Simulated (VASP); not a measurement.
# Ir (P6/mmm) in VASP: a series of runs

The runs below take Ir through single point, with PBE.

All numbers are computed with VASP 6.6.1; they aren't measurements. Logs are shortened: lines on timing, memory, paths and dates and some standing lists are left out, and cuts for length are marked.

## 1. The cell of the first run

Symmetry: P6/mmm, No. 191, hexagonal system. The conventional cell has a = 2.619 Å, b = 2.619 Å, c = 2.448 Å, α = 90.00°, β = 90.00°, γ = 120.00°. Ir (site symmetry 6/mmm) has 8 Ir at 2.45 to 2.62 Å within 3.2 Å.

## 2. Single point, PBE

Contents of INCAR:

```
PREC     = Accurate       # precision mode
ENCUT    = 520            # plane-wave cutoff, eV
EDIFF    = 1E-6           # SCF threshold, eV
ISMEAR   = 0              # smearing method
SIGMA    = 0.1            # smearing width, eV
LREAL    = F              # projectors in reciprocal space
LASPH    = T              # aspherical terms in the spheres
NELM     = 60             # most SCF steps
ALGO     = Fast           # electronic algorithm
ISIF     = 2              # what is computed and relaxed
LWAVE    = F              # write WAVECAR
LCHARG   = F              # write CHGCAR
GGA      = PE             # functional
NBANDS   = 10             # bands
```

Contents of KPOINTS:

```
regular mesh
0
Gamma
  9 9 8
```

Contents of POSCAR:

```
Ir
1.0
    2.6194997309      0.0000000000      0.0000000000
   -1.3097498655      2.2685533122      0.0000000000
    0.0000000000      0.0000000000      2.4475950611
Ir
1
Direct
    0.0000000000      0.0000000000      0.0000000000
```

Potentials or basis: VASP PAW PBE potentials, release 64 (Ir).

Command:

```console
$ cat potpaw_PBE.64/Ir/POTCAR > POTCAR
$ mpirun -np 1 vasp_std > vasp.out
```

OUTCAR:

```text
PREC = Accurate
   ENCUT = 520
   EDIFF = 1E-6
   ISMEAR = 0
   LREAL = F
   LASPH = T
   NELM = 60
   ISIF = 2
   GGA = PE

 ion  position               nearest neighbor table
   1  0.000  0.000  0.000-

  LATTYP: Found a hexagonal cell.
 ALAT       =     2.6194997309
 C/A-ratio  =     0.9343750000

  Lattice vectors:

 A1 = (   2.6194997309,   0.0000000000,   0.0000000000)
 A2 = (  -1.3097498655,   2.2685533122,   0.0000000000)
 A3 = (   0.0000000000,   0.0000000000,   2.4475950611)

Analysis of symmetry for initial positions (statically):
=====================================================================
 Subroutine PRICEL returns:
 Original cell was already a primitive cell.

 Routine SETGRP: Setting up the symmetry group for a
 hexagonal supercell.

 Subroutine GETGRP returns: Found 24 space group operations
 (whereof 24 operations were pure point group operations)
 out of a pool of 24 trial point group operations.

The static configuration has the point symmetry D_6h.

Analysis of symmetry for dynamics (positions and initial velocities):
=====================================================================
 Subroutine PRICEL returns:
 Original cell was already a primitive cell.

 Routine SETGRP: Setting up the symmetry group for a
 hexagonal supercell.

 Subroutine GETGRP returns: Found 24 space group operations
 (whereof 24 operations were pure point group operations)
 out of a pool of 24 trial point group operations.

The dynamic configuration has the point symmetry D_6h.

 Subroutine INISYM returns: Found 24 space group operations
 (whereof 24 operations are pure point group operations),
 and found     1 'primitive' translations

----------------------------------------------------------------------------------------

                                     Primitive cell

  volume of cell :      14.5448

  direct lattice vectors                    reciprocal lattice vectors
     2.619499731  0.000000000  0.000000000     0.381752282  0.220404783  0.000000000
    -1.309749865  2.268553312  0.000000000     0.000000000  0.440809566  0.000000000
     0.000000000  0.000000000  2.447595061     0.000000000  0.000000000  0.408564315

  length of vectors
     2.619499731  2.619499731  2.447595061     0.440809566  0.440809566  0.408564315

  position of ions in fractional coordinates (direct lattice)
     0.000000000  0.000000000  0.000000000

  ion indices of the primitive-cell ions
   primitive index   ion index
                 1           1

----------------------------------------------------------------------------------------

 KPOINTS: regular mesh

Automatic generation of k-mesh.
 Grid dimensions read from file:
 generate k-points for:    9    9    8

 Generating k-lattice:

  Cartesian coordinates                     Fractional coordinates (reciprocal lattice)
     0.042416920  0.024489420  0.000000000     0.111111111  0.000000000  0.000000000
     0.000000000  0.048978841  0.000000000     0.000000000  0.111111111  0.000000000
     0.000000000  0.000000000  0.051070539     0.000000000  0.000000000  0.125000000

  Length of vectors
     0.048978841  0.048978841  0.051070539

  Shift w.r.t. Gamma in fractional coordinates (k-lattice)
     0.000000000  0.000000000  0.000000000

 Subroutine IBZKPT returns following result:
 ===========================================

 Found     60 irreducible k-points:

 Following reciprocal coordinates:
            Coordinates               Weight
  0.000000  0.000000  0.000000      1.000000
  0.111111 -0.000000  0.000000      6.000000
  0.222222 -0.000000  0.000000      6.000000
  0.333333 -0.000000  0.000000      6.000000
  0.444444 -0.000000  0.000000      6.000000
  0.111111  0.111111  0.000000      6.000000
[... 16 lines left out ...]
  0.333333  0.222222  0.125000     24.000000
  0.333333  0.333333  0.125000      4.000000
 [... further k-points ...]
   k-points           NKPTS =     60   k-points in BZ     NKDIM =     60   number of bands    NBANDS=     10
   number of dos      NEDOS =    301   number of ions     NIONS =      1
   total plane-waves  NPLWV =   7200
   dimension x,y,z NGX =    20 NGY =   20 NGZ =   18
   dimension x,y,z NGXF=    40 NGYF=   40 NGZF=   36
   ions per type =               1
   NGX,Y,Z   is equivalent  to a cutoff of  12.69, 12.69, 12.23 a.u.
   NGXF,Y,Z  is equivalent  to a cutoff of  25.39, 25.39, 24.45 a.u.
 SYSTEM =  unknown system
   PREC   = accura    normal or accurate (medium, high low for compatibility)
   ISTART =      0    job   : 0-new  1-cont  2-samecut
   ICHARG =      2    charge: 1-file 2-atom 10-const
   ISPIN  =      1    spin polarized calculation?
   LNONCOLLINEAR =      F non collinear calculations
   LSORBIT =      F    spin-orbit coupling
   LASPH  =      T    aspherical Exc in radial PAW
   ENCUT  =  520.0 eV  38.22 Ry    6.18 a.u.   4.87  4.87  4.55*2*pi/ulx,y,z
   NELM   =     60;   NELMIN=  2; NELMDL= -5     # of ELM steps
   EDIFF  = 0.1E-05   stopping-criterion for ELM
   LREAL  =      F    real-space projection
   EDIFFG = 0.1E-04   stopping-criterion for IOM
   NSW    =      0    number of steps for IOM
   IBRION =     -1    ionic relax: 0-MD 1-quasi-New 2-CG
   NFREE  =      0    steps in history (QN), initial steepest desc. (CG)
   ISIF   =      2    stress and relaxation
   ISYM   =      2    0-nonsym 1-usesym 2-fastsym
   POTIM  = 0.5000    time-step for ionic-motion
   TEBEG  =    0.0;   TEEND  =   0.0 temperature during run
   PSTRESS=    0.0 pullay stress
   NELECT =       9.0000    total number of electrons
   NUPDOWN=      -1.0000    fix difference up-down
   EMIN   =  10.00;   EMAX   =-10.00  energy-range for DOS
   EFERMI =   0.00;   METHOD = LEGACY
   ISMEAR =     0;   SIGMA  =   0.10  broadening in eV -4-tet -1-fermi 0-gaus
   EFERMI_NEDOS =   21; number of points for ismear=-14 and -15
   IALGO  =     68    algorithm
   IMIX   =      4    mixing-type and parameters
     AMIX     =   0.40;   BMIX     =  1.00
     AMIX_MAG =   1.60;   BMIX_MAG =  1.00
  volume/ion in A,a.u.               =      14.54        98.15
  Fermi-wavevector in a.u.,A,eV,Ry     =   1.395040  2.636244 26.478800  1.946137
  Thomas-Fermi vector in A             =   2.518531
   LORBIT       =      0    0 simple, 1 ext, 2 COOP (PROOUT), +10 PAW based schemes
   GGA     = PE    functional components
   LHFCALC =     F    Hartree Fock is set to
   AEXX    =    0.0000 exact exchange contribution
   IVDW    =     0    specifies the selected vdW correction
   LEPSILON=     F    determine dielectric tensor
   LRPA    =     F    only Hartree local field effects (RPA)
 non-spin polarized calculation
 RMM-DIIS sequential band-by-band and
 Gauss-broadening in eV      SIGMA  =   0.10
  energy-cutoff  :      520.00
  volume of cell :       14.54
 maximum number of plane-waves:       405
 NGX is ok and might be reduce to    20
   NGX =  9   NGY =  9   NGZ =  9

 number of electron       9.0000000 magnetization

 Free energy of the ion-electron system (eV)
  ---------------------------------------------------
  ext. energy  EPLUGINS =         0.00000000
  ---------------------------------------------------
  free energy    TOTEN  =        -8.17212816 eV

  energy without entropy =       -8.16635750  energy(sigma->0) =       -8.16924283

 E-fermi :   9.8014     XC(G=0): -13.7258

 val. band max:        9.7824344714   @ k =   0.3333  -0.0000   0.1250
 cond. band min:       9.8236997872   @ k =   0.3333  -0.0000   0.0000
 fundamental gap:      0.0412653158
 Fermi energy:         9.8013563438

 k-point     1 :       0.0000    0.0000    0.0000
  band No.  band energies     occupation
      1      -0.7921      2.00000
      2       2.6131      2.00000
      3       6.2236      2.00000
      4       6.2236      2.00000
      5      11.3880      0.00000
      6      11.3880      0.00000
      7      24.6106      0.00000
      8      26.2027      0.00000
      9      31.7473      0.00000
     10      31.7473      0.00000

 k-point     2 :       0.1111   -0.0000    0.0000
  band No.  band energies     occupation
      1      -0.2773      2.00000
      2       2.8158      2.00000
      3       5.8402      2.00000
      4       6.6869      2.00000
      5      10.9155      0.00000
      6      11.3044      0.00000
      7      25.5432      0.00000
      8      27.1951      0.00000
      9      28.9599      0.00000
     10      30.5745      0.00000

 k-point     3 :       0.2222   -0.0000    0.0000
  band No.  band energies     occupation
      1       0.9700      2.00000
      2       3.2669      2.00000
      3       5.3699      2.00000
      4       7.9920      2.00000
      5       9.8870      0.22576
      6      11.0978      0.00000
      7      24.2848      0.00000
      8      28.2178      0.00000
      9      28.5971      0.00000
     10      29.6269      0.00000

 k-point     4 :       0.3333   -0.0000    0.0000
  band No.  band energies     occupation
      1       1.9731      2.00000
      2       3.3038      2.00000
      3       6.5576      2.00000
      4       8.9121      2.00000
      5       9.8237      0.75201
      6      10.8710      0.00000
      7      20.5588      0.00000
      8      25.6587      0.00000
      9      29.6631      0.00000
     10      32.1770      0.00000
[... 222 lines left out ...]
 k-point    22 :       0.2222    0.2222    0.1250
  band No.  band energies     occupation
      1       3.7167      2.00000
      2       4.4486      2.00000
      3       5.0164      2.00000
      4       8.1011      2.00000
      5       9.4852      1.99999
      6      12.4331      0.00000
      7      20.1775      0.00000
      8      22.8595      0.00000
      9      28.9869      0.00000
     10      35.4484      0.00000

 k-point    23 :       0.3333    0.2222    0.1250
  band No.  band energies     occupation
      1       4.0326      2.00000
      2       4.5416      2.00000
      3       5.8288      2.00000
      4       8.2937      2.00000
      5       9.0018      2.00000
      6      14.9613      0.00000
      7      17.0415      0.00000
      8      20.9596      0.00000
      9      30.0038      0.00000
     10      33.3046      0.00000

 k-point    24 :       0.3333    0.3333    0.1250
  band No.  band energies     occupation
      1       4.6344      2.00000
      2       5.2515      2.00000
      3       5.2515      2.00000
      4       8.3731      2.00000
      5       8.3731      2.00000
      6      15.4877      0.00000
      7      18.2381      0.00000
      8      18.2381      0.00000
      9      32.0731      0.00000
     10      32.0731      0.00000

 [... further k-points ...]
[... 5 lines left out ...]
  --------------------------------------------------------------------------------------
  -------------------------------------------------------------------------------------
  Total        1.9326910      1.9326910      4.4098411     -0.0000000      0.0000000     -0.0000000
  in kB      212.8953074    212.8953074    485.7654339     -0.0000000      0.0000000     -0.0000000
  external PRESSURE =     303.8520162 kB  Pullay stress =       0.0000000 kB

 VOLUME and BASIS-vectors are now :
 -----------------------------------------------------------------------------
  energy-cutoff  :      520.00
  volume of cell :       14.54
      direct lattice vectors                 reciprocal lattice vectors
     2.619499731  0.000000000  0.000000000     0.381752282  0.220404783  0.000000000
    -1.309749865  2.268553312  0.000000000     0.000000000  0.440809566  0.000000000
     0.000000000  0.000000000  2.447595061     0.000000000  0.000000000  0.408564315

 POSITION                                       TOTAL-FORCE (eV/Angst)
 -----------------------------------------------------------------------------------
      0.00000      0.00000      0.00000        -0.000000      0.000000      0.000000
 -----------------------------------------------------------------------------------
    total drift:                               -0.000000     -0.000000      0.000000

  FREE ENERGIE OF THE ION-ELECTRON SYSTEM (eV)
  ---------------------------------------------------
  free  energy   TOTEN  =        -8.1721281551 eV

  energy  without entropy=       -8.1663574967  energy(sigma->0) =       -8.16924283
```

It took 5.7 s on 1 thread of Intel Xeon Platinum 8488C (Sapphire Rapids), shared host; peak memory 0.12 GiB.

What came out:

| Property | Result |
| --- | --- |
| Free energy | -8.1721 eV |
| Pressure | 30.4 GPa |

Caveat: spin-orbit coupling is left out, which moves the levels of the heavy elements.

(Part 1 of 2 ends here.)
